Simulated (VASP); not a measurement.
# ZnSe (Pm-3m) in VASP: a series of runs, part 2 of 2

VASP 6.6.1. The steps go on from the part before.

## (3) Relaxation of cell and atoms, PBE

The input, INCAR:

```
PREC = Accurate ; ENCUT = 500
EDIFF = 1E-7 ; ISMEAR = -4
SIGMA = 0.1 ; LREAL = False
LASPH = True ; NELM = 120
ALGO = Normal ; ISIF = 3
LWAVE = False ; LCHARG = False
GGA = PE ; IBRION = 2
NSW = 60 ; EDIFFG = -0.01
GGA_COMPAT = False ; NELMIN = 4
```

The input, KPOINTS:

```
Automatic mesh
0
Gamma
  5 5 5
```

The input, POSCAR:

```
ZnSe
1.0
    3.5817050000      0.0000000000      0.0000000000
    0.0000000000      3.5817050000      0.0000000000
    0.0000000000      0.0000000000      3.5817050000
Zn Se
1 1
Direct
    0.5000000000      0.5000000000      0.5000000000
    0.0000000000      0.0000000000      0.0000000000
```

Potentials or basis: VASP PAW PBE potentials, release 64 (Zn, Se).

On the command line:

```bash
$ cat potpaw_PBE.64/Zn/POTCAR potpaw_PBE.64/Se/POTCAR > POTCAR
$ mpirun -np 1 vasp_std > vasp.out
```

OUTCAR:

```text
PREC = Accurate
   ENCUT = 500
   EDIFF = 1E-7
   ISMEAR = -4
   LREAL = False
   LASPH = True
   NELM = 120
   ISIF = 3
   GGA = PE
   IBRION = 2
   NSW = 60
   EDIFFG = -0.01
   NELMIN = 4

 ion  position               nearest neighbor table
   1  0.500  0.500  0.500-
   2  0.000  0.000  0.000-

  LATTYP: Found a simple cubic cell.
 ALAT       =     3.5817050000

  Lattice vectors:

 A1 = (   3.5817050000,   0.0000000000,   0.0000000000)
 A2 = (   0.0000000000,   3.5817050000,   0.0000000000)
 A3 = (   0.0000000000,   0.0000000000,   3.5817050000)

Analysis of symmetry for initial positions (statically):
=====================================================================
 Subroutine PRICEL returns:
 Original cell was already a primitive cell.

 Routine SETGRP: Setting up the symmetry group for a
 simple cubic supercell.

 Subroutine GETGRP returns: Found 48 space group operations
 (whereof 48 operations were pure point group operations)
 out of a pool of 48 trial point group operations.

The static configuration has the point symmetry O_h .

Analysis of symmetry for dynamics (positions and initial velocities):
=====================================================================
 Subroutine PRICEL returns:
 Original cell was already a primitive cell.

 Routine SETGRP: Setting up the symmetry group for a
 simple cubic supercell.

 Subroutine GETGRP returns: Found 48 space group operations
 (whereof 48 operations were pure point group operations)
 out of a pool of 48 trial point group operations.

The dynamic configuration has the point symmetry O_h .

 Subroutine INISYM returns: Found 48 space group operations
 (whereof 48 operations are pure point group operations),
 and found     1 'primitive' translations

----------------------------------------------------------------------------------------

                                     Primitive cell

  volume of cell :      45.9483

  direct lattice vectors                    reciprocal lattice vectors
     3.581705000  0.000000000  0.000000000     0.279196640  0.000000000  0.000000000
     0.000000000  3.581705000  0.000000000     0.000000000  0.279196640  0.000000000
     0.000000000  0.000000000  3.581705000     0.000000000  0.000000000  0.279196640

  length of vectors
     3.581705000  3.581705000  3.581705000     0.279196640  0.279196640  0.279196640

  position of ions in fractional coordinates (direct lattice)
     0.500000000  0.500000000  0.500000000
     0.000000000  0.000000000  0.000000000

  ion indices of the primitive-cell ions
   primitive index   ion index
                 1           1
                 2           2

----------------------------------------------------------------------------------------

 KPOINTS: Automatic mesh

Automatic generation of k-mesh.
 Grid dimensions read from file:
 generate k-points for:    5    5    5

 Generating k-lattice:

  Cartesian coordinates                     Fractional coordinates (reciprocal lattice)
     0.055839328  0.000000000  0.000000000     0.200000000  0.000000000  0.000000000
     0.000000000  0.055839328  0.000000000     0.000000000  0.200000000  0.000000000
     0.000000000  0.000000000  0.055839328     0.000000000  0.000000000  0.200000000

  Length of vectors
     0.055839328  0.055839328  0.055839328

  Shift w.r.t. Gamma in fractional coordinates (k-lattice)
     0.000000000  0.000000000  0.000000000

 TETIRR: Found     57 inequivalent tetrahedra from      750

 Subroutine IBZKPT returns following result:
 ===========================================

 Found     10 irreducible k-points:

 Following reciprocal coordinates:
            Coordinates               Weight
  0.000000  0.000000  0.000000      1.000000
  0.200000  0.000000  0.000000      6.000000
  0.400000  0.000000  0.000000      6.000000
  0.200000  0.200000  0.000000     12.000000
  0.400000  0.200000  0.000000     24.000000
  0.400000  0.400000  0.000000     12.000000
  0.200000  0.200000  0.200000      8.000000
  0.400000  0.200000  0.200000     24.000000
  0.400000  0.400000  0.200000     24.000000
  0.400000  0.400000  0.400000      8.000000
   k-points           NKPTS =     10   k-points in BZ     NKDIM =     10   number of bands    NBANDS=     13
   number of dos      NEDOS =    301   number of ions     NIONS =      2
   total plane-waves  NPLWV =  21952
   dimension x,y,z NGX =    28 NGY =   28 NGZ =   28
   dimension x,y,z NGXF=    56 NGYF=   56 NGZF=   56
   ions per type =               1   1
   NGX,Y,Z   is equivalent  to a cutoff of  13.00, 13.00, 13.00 a.u.
   NGXF,Y,Z  is equivalent  to a cutoff of  25.99, 25.99, 25.99 a.u.
 SYSTEM =  unknown system
   PREC   = accura    normal or accurate (medium, high low for compatibility)
   ISTART =      0    job   : 0-new  1-cont  2-samecut
   ICHARG =      2    charge: 1-file 2-atom 10-const
   ISPIN  =      1    spin polarized calculation?
   LNONCOLLINEAR =      F non collinear calculations
   LSORBIT =      F    spin-orbit coupling
   LASPH  =      T    aspherical Exc in radial PAW
   ENCUT  =  500.0 eV  36.75 Ry    6.06 a.u.   6.53  6.53  6.53*2*pi/ulx,y,z
   NELM   =    120;   NELMIN=  4; NELMDL= -5     # of ELM steps
   EDIFF  = 0.1E-06   stopping-criterion for ELM
   LREAL  =      F    real-space projection
   EDIFFG = -.1E-01   stopping-criterion for IOM
   NSW    =     60    number of steps for IOM
   IBRION =      2    ionic relax: 0-MD 1-quasi-New 2-CG
   NFREE  =      1    steps in history (QN), initial steepest desc. (CG)
   ISIF   =      3    stress and relaxation
   ISYM   =      2    0-nonsym 1-usesym 2-fastsym
   POTIM  = 0.5000    time-step for ionic-motion
   TEBEG  =    0.0;   TEEND  =   0.0 temperature during run
   PSTRESS=    0.0 pullay stress
   NELECT =      18.0000    total number of electrons
   NUPDOWN=      -1.0000    fix difference up-down
   EMIN   =  10.00;   EMAX   =-10.00  energy-range for DOS
   EFERMI =   0.00;   METHOD = LEGACY
   ISMEAR =    -4;   SIGMA  =   0.10  broadening in eV -4-tet -1-fermi 0-gaus
   EFERMI_NEDOS =   21; number of points for ismear=-14 and -15
   IALGO  =     38    algorithm
   IMIX   =      4    mixing-type and parameters
     AMIX     =   0.40;   BMIX     =  1.00
     AMIX_MAG =   1.60;   BMIX_MAG =  1.00
  volume/ion in A,a.u.               =      22.97       155.04
  Fermi-wavevector in a.u.,A,eV,Ry     =   1.197869  2.263643 19.522853  1.434889
  Thomas-Fermi vector in A             =   2.333772
   LORBIT       =      0    0 simple, 1 ext, 2 COOP (PROOUT), +10 PAW based schemes
   GGA     = PE    functional components
   LHFCALC =     F    Hartree Fock is set to
   AEXX    =    0.0000 exact exchange contribution
   IVDW    =     0    specifies the selected vdW correction
   LEPSILON=     F    determine dielectric tensor
   LRPA    =     F    only Hartree local field effects (RPA)
 conjugate gradient relaxation of ions
 non-spin polarized calculation
 Fermi weights with tetrahedron method witout Bloechl corrections
  energy-cutoff  :      500.00
  volume of cell :       45.95
 maximum number of plane-waves:      1189
 NGX is ok and might be reduce to    28
   NGX = 13   NGY = 13   NGZ = 13

--------------------------------------- Ionic step        1  -------------------------------------------

 number of electron      17.9999986 magnetization

 Free energy of the ion-electron system (eV)
  ---------------------------------------------------
  ext. energy  EPLUGINS =         0.00000000
  ---------------------------------------------------
  free energy    TOTEN  =        -3.97569921 eV

  energy without entropy =       -3.97569921  energy(sigma->0) =       -3.97569921

 E-fermi :   2.0366     XC(G=0):  -9.7515

 val. band max:        2.2986216552   @ k =   0.4000   0.2000   0.0000
 cond. band min:       1.3101677930   @ k =   0.0000   0.0000   0.0000
 fundamental gap:     -0.9884538623
 Fermi energy:         2.0365725859

 k-point     1 :       0.0000    0.0000    0.0000
  band No.  band energies     occupation
      1     -11.0168      2.00000
      2      -4.6693      2.00000
      3      -4.6693      2.00000
      4      -4.5016      2.00000
      5      -4.5016      2.00000
      6      -4.5016      2.00000
      7       0.2483      2.00000
      8       1.3102      2.00000
      9       1.3102      2.00000
     10       1.3102      0.38205
     11       8.2288      0.00000
     12       8.2288      0.00000
     13      11.5513      0.00000
[... 211 lines left out ...]
  energy  without entropy=       -4.1766261704  energy(sigma->0) =       -4.17662617

--------------------------------------- Ionic step        3  -------------------------------------------

 number of electron      17.9999989 magnetization

 Free energy of the ion-electron system (eV)
  ---------------------------------------------------
  ext. energy  EPLUGINS =         0.00000000
  ---------------------------------------------------
  free energy    TOTEN  =        -4.18054123 eV

  energy without entropy =       -4.18054123  energy(sigma->0) =       -4.18054123

 E-fermi :   3.6139     XC(G=0): -10.5738

 val. band max:        3.9661579461   @ k =   0.4000   0.2000   0.0000
 cond. band min:       2.6113531096   @ k =   0.0000   0.0000   0.0000
 fundamental gap:     -1.3548048365
 Fermi energy:         3.6139213709

 k-point     1 :       0.0000    0.0000    0.0000
  band No.  band energies     occupation
      1     -10.5544      2.00000
      2      -3.4279      2.00000
      3      -3.4279      2.00000
      4      -3.1611      2.00000
      5      -3.1611      2.00000
      6      -3.1611      2.00000
      7       2.2894      2.00000
      8       2.6114      2.00000
      9       2.6114      2.00000
     10       2.6114      0.34543
     11       9.5497      0.00000
     12       9.5497      0.00000
     13      14.4815      0.00000
[... 171 lines left out ...]
  FREE ENERGIE OF THE ION-ELECTRON SYSTEM (eV)
  ---------------------------------------------------
  free  energy   TOTEN  =        -4.1805412256 eV

  energy  without entropy=       -4.1805412256  energy(sigma->0) =       -4.18054123

 reached required accuracy - stopping structural energy minimisation
```

CONTCAR:

```text
ZnSe
   1.00000000000000
     3.3758371071831785    0.0000000000000000    0.0000000000000000
     0.0000000000000000    3.3758371071831785    0.0000000000000000
    -0.0000000000000000   -0.0000000000000000    3.3758371071831785
  Zn              Se
     1     1
Direct
     0.5000000000000000    0.5000000000000000    0.5000000000000000
     0.0000000000000000    0.0000000000000000    0.0000000000000000

  0.00000000E+00  0.00000000E+00  0.00000000E+00
  0.00000000E+00  0.00000000E+00  0.00000000E+00
```

Run time: 11 s. Hardware: 1 thread of Intel Xeon 6975P-C (Granite Rapids), shared host; peak memory 0.16 GiB.

What came out:

- Free energy: -4.1805 eV
- Relaxed volume: 19.24 Å³/atom
- Relaxed cell: a = 3.376 Å, b = 3.376 Å, c = 3.376 Å, α = 90.00°, β = 90.00°, γ = 90.00°
- Space group after relaxing (to 0.05 Å): Pm-3m (No. 221)
- Energy gained by relaxing: 102.4 meV/atom
- Ionic steps: 3
- Pressure after relaxing: -0.1 GPa
- Band gap on the k mesh: zero (band 9 reaches 3.97 eV, above the bottom of band 10 at 2.61 eV)

The path:
```csv
step,energy change (eV),largest force (eV/Å),pressure (GPa),volume (Å³)
1,0.0000,0.0000,-7.32,45.95
2,-0.2009,0.0000,-1.37,39.32
3,-0.2048,0.0000,-0.08,38.47
```

Final structure:
```
Zn Se
1.0
     3.37584    0.00000    0.00000
     0.00000    3.37584    0.00000
     0.00000    0.00000    3.37584
Zn Se
1 1
Direct
  0.50000 0.50000 0.50000
  0.00000 0.00000 0.00000
```

Levels at points of the mesh, in eV from the Fermi level:
```
           k point  band 7  band 8  band 9  band 10  band 11  band 12
(0.00, 0.00, 0.00)   -1.32   -1.00   -1.00    -1.00     5.94     5.94
```

Caveat: the volume moved by over 15 % at a fixed basis, so the end points are rough.
